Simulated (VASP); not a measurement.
## InAs: single point with PBE

The system is InAs.

```
CELL_PARAMETERS angstrom
0.00000 3.05459 3.05459
3.05459 0.00000 3.05459
3.05459 3.05459 0.00000
ATOMIC_POSITIONS crystal
In 0.00000 0.00000 0.00000
As 0.25000 0.25000 0.25000
```

```
Program                : VASP 6.6.1
Task                   : single point
Functional             : PBE
Potentials or basis    : VASP PAW PBE potentials, release 64 (In_d, As)
Cutoff                 : 520 eV
k mesh                 : 6 × 6 × 6
Occupations            : fermi-dirac, width 0.02 eV
Spin                   : no spin polarisation
Dipole correction      : no
Further INCAR settings : ALGO = Normal; EDIFF = 1e-07; NBANDS = 16
```

* Pressure: 2.1 GPa
* Band gap on the k mesh: zero (filled and empty bands touch)

Levels at points of the mesh, in eV from the Fermi level:
```tsv
k point	band 5	band 6	band 7	band 8	band 9	band 10	band 11	band 12	band 13	band 14
(0.00, 0.00, 0.00)	-14.24	-11.68	-0.37	-0.01	-0.01	-0.01	3.87	3.87	3.87	7.39
(0.50, 0.00, 0.00)	-14.23	-10.30	-5.63	-0.96	-0.96	0.87	4.64	4.64	6.80	8.87
(0.50, 0.50, 0.00)	-14.22	-9.79	-5.72	-2.24	-2.24	1.58	2.04	8.98	9.04	9.04
```

Run time: 8 s on 1 thread of Intel(R) Xeon(R) 6975P-C (Granite Rapids), on a shared host, peak memory 0.18 GiB.

Caveat: semilocal functionals underestimate gaps, and a narrow one can read as zero; spin-orbit coupling is left out, which moves the levels of the heavy elements.
